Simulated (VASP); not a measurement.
Write the native input for VASP 6.6.1 that does the following.

| Quantity | Value |
| --- | --- |
| Task | relaxation of cell and atoms |
| Functional | PBE |
| Potentials or basis | VASP PAW PBE potentials, release 64 (Pb_d) |
| Cutoff | 600 eV |
| k mesh | 6 × 6 × 2 |
| Occupations | gaussian, width 0.1 eV |
| Spin | no spin polarisation |
| Dipole correction | no |
| Further INCAR settings | ALGO = Normal; EDIFF = 1e-06; IBRION = 2; EDIFFG = -0.04; NSW = 90; ISIF = 3 |

The structure of Pb lies in POSCAR:

```
Pb
1.0
    3.8451451483      0.0000000000      0.0000000000
   -1.9225725741      3.3299933796      0.0000000000
    0.0000000000      0.0000000000     10.5702624013
Pb
4
Direct
    0.0000000000      0.0000000000      0.0000000000
    0.0000000000      0.0000000000      0.5000000000
    0.3333333333      0.6666666667      0.0050000000
    0.6666666667      0.3333333333      0.5050000000
```

One way to write it, as run:

INCAR

```
PREC     = Accurate       # precision mode
ENCUT    = 600            # plane-wave cutoff, eV
EDIFF    = 1E-6           # SCF threshold, eV
ISMEAR   = 0              # smearing method
SIGMA    = 0.1            # smearing width, eV
LREAL    = F              # projectors in reciprocal space
LASPH    = T              # aspherical terms in the spheres
NELM     = 100            # most SCF steps
ALGO     = Normal         # electronic algorithm
ISIF     = 3              # what is computed and relaxed
LWAVE    = F              # write WAVECAR
LCHARG   = F              # write CHGCAR
GGA      = PE             # functional
IBRION   = 2              # ionic algorithm
NSW      = 90             # ionic steps
EDIFFG   = -0.04          # ionic threshold
```

KPOINTS

```
regular mesh
0
Gamma
  6 6 2
```

Potentials or basis: VASP PAW PBE potentials, release 64 (Pb_d).

Run with:

```console
$ cat potpaw_PBE.64/Pb_d/POTCAR > POTCAR
$ mpirun -np 1 vasp_std > vasp.out
```

Results of the run:

```json
{
 "Relaxed volume": "35.19 Å³/atom",
 "Relaxed cell": "a = 4.641 Å, b = 4.641 Å, c = 7.547 Å, α = 90.00°, β = 90.00°, γ = 120.00°",
 "Space group after relaxing (to 0.1 Å)": "P6_3/mmc (No. 194)",
 "Pressure after relaxing": "0.0 GPa",
 "Largest force after relaxing": "0.014 eV/Å",
 "Band gap on the k mesh": "zero (bands 28 and 29 overlap by 2.64 eV)"
}
```

Caveat: a cell axis changed by over 15 % at a fixed basis, so the end point is rough; spin-orbit coupling is left out, which moves the levels of the heavy elements.

Run time: 23 min on 1 thread of Intel(R) Xeon(R) 6975P-C (Granite Rapids), with other jobs on the host, peak memory 0.33 GiB.
